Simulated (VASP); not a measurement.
# SnO2 (I4_1/amd) in VASP: further runs

SnO2 is run at these levels: LDA; tasks: single point.

Program: VASP 6.6.1. These are calculated values, not measurements. Logs are shortened: lines on timing, memory, paths and dates and some standing lists are left out, and cuts for length are marked.

## Step 1: The cell of the first run

Symmetry: I4_1/amd, No. 141, tetragonal system. Conventional cell: a = 3.972 Å, b = 3.972 Å, c = 10.180 Å, α = 90.00°, β = 90.00°, γ = 90.00°. Sn (site symmetry -4m2) has 6 O at 2.04 to 2.07 Å within 2.7 Å. O (site symmetry 2mm) has 3 Sn at 2.04 to 2.07 Å and 2 O at 2.54 Å within 2.7 Å.

## Step 2: Single point, LDA

Contents of INCAR:

```
SYSTEM = SnO2
ALGO     = Normal         ! electronic algorithm
EDIFF    = 1E-6           ! SCF threshold, eV
ENCUT    = 520            ! plane-wave cutoff, eV
GGA      = CA             ! functional
ISIF     = 2              ! what is computed and relaxed
ISMEAR   = 0              ! smearing method
LASPH    = .TRUE.         ! aspherical terms in the spheres
LCHARG   = .TRUE.         ! write CHGCAR
LELF     = .TRUE.         ! ELF
LREAL    = .FALSE.        ! projectors in reciprocal space
LVHAR    = .TRUE.       
LWAVE    = .FALSE.        ! write WAVECAR
NBANDS   = 35             ! bands
NELM     = 60             ! most SCF steps
PREC     = Accurate       ! precision mode
SIGMA    = 0.02           ! smearing width, eV
```

Contents of KPOINTS:

```
k-points
0
G
  10 10 10
  0 0 0
```

Contents of POSCAR:

```
SnO2
1.0
   -1.9861130355      1.9861130355      5.0901677926
    1.9861130355     -1.9861130355      5.0901677926
    1.9861130355      1.9861130355     -5.0901677926
Sn O
2 4
Direct
    0.7500000000      0.2500000000      0.5000000000
    0.0000000000      0.0000000000      0.0000000000
    0.7969975836      0.7969975836      0.0000000000
    0.9530024164      0.4530024164      0.5000000000
    0.2030024164      0.2030024164      0.0000000000
    0.5469975836      0.0469975836      0.5000000000
```

Potentials or basis: VASP PAW LDA potentials, release 64 (Sn_d, O).

Run with:

```sh
cat potpaw_LDA.64/Sn_d/POTCAR potpaw_LDA.64/O/POTCAR > POTCAR
mpirun -np 1 vasp_std > vasp.out
```

OUTCAR:

```text
SYSTEM = SnO2
   EDIFF = 1E-6
   ENCUT = 520
   GGA = CA
   ISIF = 2
   ISMEAR = 0
   LASPH = .TRUE.
   LREAL = .FALSE.
   NELM = 60
   PREC = Accurate

 ion  position               nearest neighbor table
   1  0.750  0.250  0.500-   3 2.04   5 2.04   3 2.04   5 2.04   4 2.07   6 2.07   2 3.23   2 3.23
                             2 3.23   2 3.23
   2  0.000  0.000  0.000-   6 2.04   4 2.04   6 2.04   4 2.04   3 2.07   5 2.07   1 3.23   1 3.23
                             1 3.23   1 3.23
   3  0.797  0.797  0.000-   1 2.04   1 2.04   2 2.07
   4  0.953  0.453  0.500-   2 2.04   2 2.04   1 2.07
   5  0.203  0.203  0.000-   1 2.04   1 2.04   2 2.07
   6  0.547  0.047  0.500-   2 2.04   2 2.04   1 2.07

  LATTYP: Found a body centered tetragonal cell.
 ALAT       =     3.9722260710
 C/A-ratio  =     2.5628792026

  Lattice vectors:

 A1 = (  -1.9861130355,   1.9861130355,   5.0901677926)
 A2 = (   1.9861130355,  -1.9861130355,   5.0901677926)
 A3 = (   1.9861130355,   1.9861130355,  -5.0901677926)

Analysis of symmetry for initial positions (statically):
=====================================================================
 Subroutine PRICEL returns:
 Original cell was already a primitive cell.

 Routine SETGRP: Setting up the symmetry group for a
 body centered tetragonal supercell.

 Subroutine GETGRP returns: Found 16 space group operations
 (whereof  8 operations were pure point group operations)
 out of a pool of 16 trial point group operations.

The static configuration has the point symmetry D_2d.
 The point group associated with its full space group is D_4h.

Analysis of symmetry for dynamics (positions and initial velocities):
=====================================================================
 Subroutine PRICEL returns:
 Original cell was already a primitive cell.

 Routine SETGRP: Setting up the symmetry group for a
 body centered tetragonal supercell.

 Subroutine GETGRP returns: Found 16 space group operations
 (whereof  8 operations were pure point group operations)
 out of a pool of 16 trial point group operations.

The dynamic configuration has the point symmetry D_2d.
 The point group associated with its full space group is D_4h.

 Subroutine INISYM returns: Found 16 space group operations
 (whereof  8 operations are pure point group operations),
 and found     1 'primitive' translations

----------------------------------------------------------------------------------------

                                     Primitive cell

  volume of cell :      80.3156

  direct lattice vectors                    reciprocal lattice vectors
    -1.986113036  1.986113036  5.090167793     0.000000000  0.251748008  0.098228589
     1.986113036 -1.986113036  5.090167793     0.251748008  0.000000000  0.098228589
     1.986113036  1.986113036 -5.090167793     0.251748008  0.251748008  0.000000000

  length of vectors
     5.813699178  5.813699178  5.813699178     0.270233076  0.270233076  0.356025447

  position of ions in fractional coordinates (direct lattice)
     0.750000000  0.250000000  0.500000000
     0.000000000  0.000000000  0.000000000
     0.796997584  0.796997584  0.000000000
     0.953002416  0.453002416  0.500000000
     0.203002416  0.203002416  0.000000000
     0.546997584  0.046997584  0.500000000

  ion indices of the primitive-cell ions
   primitive index   ion index
                 1           1
                 2           2
                 3           3
                 4           4
                 5           5
                 6           6

----------------------------------------------------------------------------------------

 KPOINTS: k-points

Automatic generation of k-mesh.
 Grid dimensions read from file:
 generate k-points for:   10   10   10

 Generating k-lattice:

  Cartesian coordinates                     Fractional coordinates (reciprocal lattice)
     0.000000000  0.025174801  0.009822859     0.100000000  0.000000000  0.000000000
     0.025174801  0.000000000  0.009822859     0.000000000  0.100000000  0.000000000
     0.025174801  0.025174801  0.000000000     0.000000000  0.000000000  0.100000000

  Length of vectors
     0.027023308  0.027023308  0.035602545

  Shift w.r.t. Gamma in fractional coordinates (k-lattice)
     0.000000000  0.000000000  0.000000000

 Subroutine IBZKPT returns following result:
 ===========================================

 Found    102 irreducible k-points:

 Following reciprocal coordinates:
            Coordinates               Weight
  0.000000  0.000000  0.000000      1.000000
  0.100000 -0.000000  0.000000      8.000000
  0.200000 -0.000000  0.000000      8.000000
  0.300000  0.000000 -0.000000      8.000000
  0.400000  0.000000 -0.000000      8.000000
  0.500000  0.000000  0.000000      4.000000
[... 16 lines left out ...]
  0.300000  0.300000 -0.000000      8.000000
  0.400000  0.300000 -0.000000     16.000000
 [... further k-points ...]
   k-points           NKPTS =    102   k-points in BZ     NKDIM =    102   number of bands    NBANDS=     35
   number of dos      NEDOS =    301   number of ions     NIONS =      6
   total plane-waves  NPLWV = 110592
   dimension x,y,z NGX =    48 NGY =   48 NGZ =   48
   dimension x,y,z NGXF=    96 NGYF=   96 NGZF=   96
   ions per type =               2   4
   NGX,Y,Z   is equivalent  to a cutoff of  13.73, 13.73, 13.73 a.u.
   NGXF,Y,Z  is equivalent  to a cutoff of  27.45, 27.45, 27.45 a.u.
 SYSTEM =  SnO2
   PREC   = accura    normal or accurate (medium, high low for compatibility)
   ISTART =      0    job   : 0-new  1-cont  2-samecut
   ICHARG =      2    charge: 1-file 2-atom 10-const
   ISPIN  =      1    spin polarized calculation?
   LNONCOLLINEAR =      F non collinear calculations
   LSORBIT =      F    spin-orbit coupling
   LASPH  =      T    aspherical Exc in radial PAW
   ENCUT  =  520.0 eV  38.22 Ry    6.18 a.u.  10.81 10.81 10.81*2*pi/ulx,y,z
   NELM   =     60;   NELMIN=  2; NELMDL= -5     # of ELM steps
   EDIFF  = 0.1E-05   stopping-criterion for ELM
   LREAL  =      F    real-space projection
   EDIFFG = 0.1E-04   stopping-criterion for IOM
   NSW    =      0    number of steps for IOM
   IBRION =     -1    ionic relax: 0-MD 1-quasi-New 2-CG
   NFREE  =      0    steps in history (QN), initial steepest desc. (CG)
   ISIF   =      2    stress and relaxation
   ISYM   =      2    0-nonsym 1-usesym 2-fastsym
   POTIM  = 0.5000    time-step for ionic-motion
   TEBEG  =    0.0;   TEEND  =   0.0 temperature during run
   PSTRESS=    0.0 pullay stress
   NELECT =      52.0000    total number of electrons
   NUPDOWN=      -1.0000    fix difference up-down
   EMIN   =  10.00;   EMAX   =-10.00  energy-range for DOS
   EFERMI =   0.00;   METHOD = LEGACY
   ISMEAR =     0;   SIGMA  =   0.02  broadening in eV -4-tet -1-fermi 0-gaus
   EFERMI_NEDOS =   21; number of points for ismear=-14 and -15
   IALGO  =     38    algorithm
   IMIX   =      4    mixing-type and parameters
     AMIX     =   0.40;   BMIX     =  1.00
     AMIX_MAG =   1.60;   BMIX_MAG =  1.00
  volume/ion in A,a.u.               =      13.39        90.33
  Fermi-wavevector in a.u.,A,eV,Ry     =   1.416259  2.676341 27.290414  2.005789
  Thomas-Fermi vector in A             =   2.537612
   LORBIT       =      0    0 simple, 1 ext, 2 COOP (PROOUT), +10 PAW based schemes
   GGA     = CA    functional components
   LHFCALC =     F    Hartree Fock is set to
   AEXX    =    0.0000 exact exchange contribution
   IVDW    =     0    specifies the selected vdW correction
   LEPSILON=     F    determine dielectric tensor
   LRPA    =     F    only Hartree local field effects (RPA)
 non-spin polarized calculation
 Gauss-broadening in eV      SIGMA  =   0.02
  energy-cutoff  :      520.00
  volume of cell :       80.32
 maximum number of plane-waves:      2202
 NGX is ok and might be reduce to    48
   NGX = 21   NGY = 21   NGZ = 21

 number of electron      52.0000004 magnetization

 Free energy of the ion-electron system (eV)
  ---------------------------------------------------
  ext. energy  EPLUGINS =         0.00000000
  ---------------------------------------------------
  free energy    TOTEN  =       -41.73511884 eV

  energy without entropy =      -41.73511884  energy(sigma->0) =      -41.73511884

 E-fermi :   4.0366     XC(G=0): -10.9687

 val. band max:        3.9467542572   @ k =   0.3000   0.3000   0.2000
 cond. band min:       5.7120203807   @ k =   0.0000   0.0000   0.0000
 fundamental gap:      1.7652661235
 Fermi energy:         4.0366205974

 k-point     1 :       0.0000    0.0000    0.0000
  band No.  band energies     occupation
      1     -16.3479      2.00000
      2     -16.3259      2.00000
      3     -16.1786      2.00000
      4     -15.6107      2.00000
      5     -15.4837      2.00000
      6     -15.4837      2.00000
[... 27 lines left out ...]
     34      16.1818      0.00000
     35      16.2727      0.00000

 k-point     2 :       0.1000   -0.0000    0.0000
  band No.  band energies     occupation
      1     -16.3715      2.00000
      2     -16.2665      2.00000
      3     -16.1656      2.00000
      4     -15.6146      2.00000
      5     -15.4863      2.00000
      6     -15.4813      2.00000
[... 27 lines left out ...]
     34      15.7345      0.00000
     35      16.0929      0.00000

 k-point     3 :       0.2000   -0.0000    0.0000
  band No.  band energies     occupation
      1     -16.3778      2.00000
      2     -16.1968      2.00000
      3     -16.0992      2.00000
      4     -15.6249      2.00000
      5     -15.4929      2.00000
      6     -15.4754      2.00000
[... 27 lines left out ...]
     34      15.3399      0.00000
     35      15.6973      0.00000
[... 723 lines left out ...]
 k-point    23 :       0.3000    0.3000   -0.0000
  band No.  band energies     occupation
      1     -16.2468      2.00000
      2     -16.1118      2.00000
      3     -15.7915      2.00000
      4     -15.5738      2.00000
      5     -15.5190      2.00000
      6     -15.4245      2.00000
[... 27 lines left out ...]
     34      15.1297      0.00000
     35      16.2227      0.00000

 k-point    24 :       0.4000    0.3000   -0.0000
  band No.  band energies     occupation
      1     -16.1926      2.00000
      2     -16.0646      2.00000
      3     -15.7388      2.00000
      4     -15.5844      2.00000
      5     -15.5192      2.00000
      6     -15.4007      2.00000
[... 27 lines left out ...]
     34      15.1714      0.00000
     35      16.5221      0.00000

 [... further k-points ...]

------------------------ aborting loop because EDIFF is reached ----------------------------------------

  FORCE on cell =-STRESS in cart. coord.  units (eV):
  Direction    XX          YY          ZZ          XY          YZ          ZX
  --------------------------------------------------------------------------------------
  -------------------------------------------------------------------------------------
  Total        0.3992886      0.3992886      0.5818473      0.0000000      0.0000000      0.0000000
  in kB        7.9652154      7.9652154     11.6069904      0.0000000      0.0000000      0.0000000
  external PRESSURE =       9.1791404 kB  Pullay stress =       0.0000000 kB

 VOLUME and BASIS-vectors are now :
 -----------------------------------------------------------------------------
  energy-cutoff  :      520.00
  volume of cell :       80.32
      direct lattice vectors                 reciprocal lattice vectors
    -1.986113036  1.986113036  5.090167793     0.000000000  0.251748008  0.098228589
     1.986113036 -1.986113036  5.090167793     0.251748008  0.000000000  0.098228589
     1.986113036  1.986113036 -5.090167793     0.251748008  0.251748008  0.000000000

 POSITION                                       TOTAL-FORCE (eV/Angst)
 -----------------------------------------------------------------------------------
     -0.00000      1.98611      2.54508         0.000000      0.000000     -0.000000
      0.00000      0.00000      0.00000         0.000000      0.000000      0.000000
      0.00000      0.00000      8.11370         0.000000     -0.000000     -0.038620
     -0.00000      1.98611      4.61172        -0.000000      0.000000      0.038620
      0.00000      0.00000      2.06663         0.000000     -0.000000      0.038620
      0.00000      1.98611      0.47845        -0.000000      0.000000     -0.038620
 -----------------------------------------------------------------------------------
    total drift:                                0.000000     -0.000000      0.000000

  FREE ENERGIE OF THE ION-ELECTRON SYSTEM (eV)
  ---------------------------------------------------
  free  energy   TOTEN  =       -41.7351188440 eV

  energy  without entropy=      -41.7351188440  energy(sigma->0) =      -41.73511884
```

Wall time 6.9 min (1 thread of AMD EPYC 9R45 (Zen 5), shared host); peak memory 0.37 GiB.

Results:

- Free energy: -41.7351 eV
- Pressure: 0.9 GPa
- Largest force: 0.039 eV/Å
- Band gap on the k mesh: 1.77 eV, indirect (least direct gap 2.16 eV)

Forces in eV/Å, atoms in the order of the input:
```
Sn   0.000  0.000  0.000
Sn   0.000  0.000  0.000
O    0.000  0.000 -0.039
O    0.000  0.000  0.039
O    0.000  0.000  0.039
O    0.000  0.000 -0.039
```

Caveat: spin-orbit coupling is left out, which moves the levels of the heavy elements.

(Part 1 of 2 ends here.)
